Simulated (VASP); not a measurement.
A run of VASP 6.6.1 is set up as follows.

File INCAR:

```
PREC = Accurate
ENCUT = 600
EDIFF = 1E-6
ISMEAR = -1
SIGMA = 0.05
LREAL = F
LASPH = T
NELM = 100
ALGO = Normal
ISIF = 3
LWAVE = F
LCHARG = F
GGA = PS
IBRION = 2
NSW = 60
EDIFFG = -0.01
PSTRESS = 200.0
```

File KPOINTS:

```
regular mesh
0
Gamma
  13 13 13
```

Contents of POSCAR:

```
Br
1.0
   -1.2867684050      1.7199972000      3.5779911600
    1.2867684050     -1.7199972000      3.5779911600
    1.2867684050      1.7199972000     -3.5779911600
Br
1
Direct
    0.0000000000      0.0000000000      0.0000000000
```

Potentials or basis: VASP PAW PBE potentials, release 64 (Br).

Run with:

```bash
$ cat potpaw_PBE.64/Br/POTCAR > POTCAR
$ mpirun -np 1 vasp_std > vasp.out
```

Problem. Estimate the relaxed volume.

Solution. 19.47 Å³/atom.

Problem. What does it give for the space group after relaxing (to 0.1 Å)?

Solution. Immm (No. 71).

Problem. What does it give for the relaxed cell?

Solution. a = 3.301 Å, b = 3.301 Å, c = 3.301 Å, α = 135.67°, β = 127.81°, γ = 70.83°.

Problem. What does it give for the band gap on the k mesh?

Solution. Zero (an odd number of electrons rules out a gap without spin polarisation).

Step by step:
```csv
step,energy change (eV),largest force (eV/Å),pressure (GPa),volume (Å³)
1,0.0000,0.0000,-0.95,31.68
2,2.8364,0.0000,107.68,16.23
3,0.2622,0.0000,15.68,24.26
4,0.3167,0.0000,17.92,23.77
5,0.7842,0.0000,37.91,17.33
6,0.5080,0.0000,26.06,19.11
7,0.5378,0.0000,27.28,18.86
8,0.2806,0.0000,10.32,21.02
9,0.3787,0.0000,18.25,19.82
10,0.3811,0.0000,18.41,19.80
11,0.4173,0.0000,19.58,19.46
12,0.4348,0.0000,20.14,19.32
13,0.4371,0.0000,20.20,19.30
14,0.4384,0.0000,20.24,19.29
15,0.4324,0.0000,19.82,19.33
16,0.4315,0.0000,19.82,19.34
17,0.4315,0.0000,19.88,19.34
18,0.4316,0.0000,20.05,19.34
19,0.4318,0.0000,20.44,19.33
20,0.4360,0.0000,21.64,19.30
21,0.4326,0.0000,20.83,19.32
22,0.4313,0.0000,20.81,19.33
23,0.4274,0.0000,20.74,19.36
24,0.4199,0.0000,20.63,19.42
25,0.4251,0.0000,20.70,19.38
26,0.4230,0.0000,20.55,19.39
27,0.4168,0.0000,20.13,19.44
28,0.4149,0.0000,20.03,19.46
29,0.4144,0.0000,20.06,19.46
30,0.4134,0.0000,19.95,19.47
31,0.4140,0.0000,19.94,19.46
32,0.4144,0.0000,19.99,19.46
33,0.4154,0.0000,20.11,19.45
34,0.4150,0.0000,20.10,19.46
35,0.4147,0.0000,20.07,19.46
36,0.4145,0.0000,20.07,19.46
37,0.4137,0.0000,20.03,19.47
```

Caveat: the cell is relaxed towards a set pressure, so the run minimises the enthalpy, not the energy; the volume moved by over 15 % at a fixed basis, so the end points are rough; the PAW data sets were made with another functional, which shifts forces and pressure a little; an odd number of electrons without spin polarisation forces a metal; a magnetic or distorted state may lie lower.
